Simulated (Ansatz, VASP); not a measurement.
**One calculation of KF, two programs**

```
K F
1.0
     0.00000    2.64121    2.64121
     2.64121    0.00000    2.64121
     2.64121    2.64121    0.00000
K F
1 1
Direct
  0.00000 0.00000 0.00000
  0.50000 0.50000 0.50000
```

Alike in both runs: task relaxation of the atoms; functional r2SCAN; k mesh 10 × 10 × 10; occupations fermi-dirac, width 0.02 eV; no spin polarisation.

```csv
,VASP,Ansatz
version,VASP 6.6.1,Ansatz 0.2.0
potentials or method,"VASP PAW PBE potentials, release 64 (K_sv, F), cutoff 520 eV",PAW plane waves
valence electrons in the cell,16,16
```

```tsv
	VASP	Ansatz	Ansatz less VASP
gap on the k mesh at the Fermi level, each at its own relaxed structure (eV)	7.02	7.02	+0.005
```

VASP's potentials were made for PBE, not for r2SCAN. Ansatz's warnings: stress scf threshold loose.

Noted on VASP's run: the relaxation stopped at its first step, so nothing moved.
